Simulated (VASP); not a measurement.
Write the native input for VASP 6.6.1 that does the following.

| Item | Value |
| --- | --- |
| Task | single point |
| Functional | r2SCAN |
| Potentials or basis | VASP PAW PBE potentials, release 64 (Pb_d, F) |
| Cutoff | 520 eV |
| k mesh | 8 × 8 × 8 |
| Occupations | gaussian, width 0.01 eV |
| Spin | no spin polarisation |
| Dipole correction | no |
| Further INCAR settings | ALGO = Normal; EDIFF = 1e-06; NBANDS = 21 |

PbF2:

```
Pb F
1.0
     0.00000    2.99004    2.99004
     2.99004    0.00000    2.99004
     2.99004    2.99004    0.00000
Pb F
1 2
Direct
  0.00000 0.00000 0.00000
  0.25000 0.25000 0.25000
  0.75000 0.75000 0.75000
```

This cell differs from its parent crystal: strain +1.0%.

These files were run (other wordings do the same):

POSCAR

```
PbF2
1.0
    0.0000000000      2.9900432803      2.9900432803
    2.9900432803      0.0000000000      2.9900432803
    2.9900432803      2.9900432803      0.0000000000
Pb F
1 2
Direct
    0.0000000000      0.0000000000      0.0000000000
    0.2500000000      0.2500000000      0.2500000000
    0.7500000000      0.7500000000      0.7500000000
```

INCAR.step1

```
SYSTEM = PbF2
PREC = Accurate ; ENCUT = 520
ISMEAR = 0 ; SIGMA = 0.01
LREAL = .False. ; LASPH = .True.
NELM = 100 ; NBANDS = 21
GGA = PE ; ALGO = Normal
EDIFF = 1E-4 ; LWAVE = .True.
LCHARG = .False.
```

INCAR.step2

```
SYSTEM = PbF2
PREC = Accurate ; ENCUT = 520
EDIFF = 1E-6 ; ISMEAR = 0
SIGMA = 0.01 ; LREAL = .False.
LASPH = .True. ; NELM = 100
ALGO = Normal ; ISIF = 2
LWAVE = .False. ; LCHARG = .False.
METAGGA = R2SCAN ; LMIXTAU = .True.
NBANDS = 21 ; ISTART = 1
```

KPOINTS

```
regular mesh
0
Gamma
  8 8 8
  0 0 0
```

Potentials or basis: VASP PAW PBE potentials, release 64 (Pb_d, F).

Launch:

```bash
$ cat potpaw_PBE.64/Pb_d/POTCAR potpaw_PBE.64/F/POTCAR > POTCAR
$ cp INCAR.step1 INCAR
$ mpirun -np 1 vasp_std > vasp.out
$ cp INCAR.step2 INCAR
$ mpirun -np 1 vasp_std > vasp.out
```

It gave:

| Property | Result |
| --- | --- |
| Pressure | -2.2 GPa |
| Band gap on the k mesh | 4.94 eV, indirect (least direct gap 5.08 eV) |

Caveat: the cell differs from its parent crystal (strain +1.0%); the PAW data sets were made with another functional, which shifts forces and pressure a little; spin-orbit coupling is left out, which moves the levels of the heavy elements.

Wall time 86 s on 1 thread of Intel(R) Xeon(R) Platinum 8259CL CPU @ 2.50GHz (Skylake/Cascade Lake), on a shared host, peak memory 0.2 GiB.
